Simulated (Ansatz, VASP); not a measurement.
# K in VASP and in Ansatz

Contents of INCAR:

```
ALGO = Normal
EDIFF = 1E-6
ENCUT = 520
GGA = PE
ISIF = 2
ISMEAR = 0
LASPH = T
LCHARG = F
LREAL = F
LWAVE = F
NBANDS = 10
NELM = 100
PREC = Accurate
SIGMA = 0.1
```

File KPOINTS:

```
k-points
0
Gamma
  12 12 12
```

The input POSCAR:

```
K
1.0
   -2.6670747446      2.6670747446      2.6670747446
    2.6670747446     -2.6670747446      2.6670747446
    2.6670747446      2.6670747446     -2.6670747446
K
1
Direct
    0.0000000000      0.0000000000      0.0000000000
```

Input for Ansatz:

```yaml
crystal:
  lattice:
    - [-2.6670747446, 2.6670747446, 2.6670747446]
    - [2.6670747446, -2.6670747446, 2.6670747446]
    - [2.6670747446, 2.6670747446, -2.6670747446]
  atoms:
    - { symbol: K, position: [0.0, 0.0, 0.0] }
basis:
  ecutwfc: 420
kpoints:
  mp_grid: { grid: [12, 12, 12] }
hamiltonian:
  xc: pbe
scf:
  occupations: { method: gaussian, width: 0.1 }
output:
  forces: true
  stress: true
  eigenvalues: true
  write_density: true
  write_potential: true
  elf: true
  volumetric_format: npy
```

Alike in both runs: task single point; functional PBE; k mesh 12 × 12 × 12; occupations gaussian, width 0.1 eV; no spin polarisation.

|  | VASP | Ansatz |
| --- | --- | --- |
| version | VASP 6.6.1 | Ansatz 0.2.0 |
| potentials or method | VASP PAW PBE potentials, release 64 (K_sv), cutoff 520 eV | scalar-relativistic, plane waves, PAW |
| valence electrons in the cell | 9 | 9 |

|  | VASP | Ansatz | Ansatz less VASP |
| --- | --- | --- | --- |
| gap on the k mesh at the Fermi level (eV) | none | none | - |
| pressure (GPa) | -0.1 | -0.1 | +0.01 |

A gap of «none» marks a metal or a gap that the smearing closes.
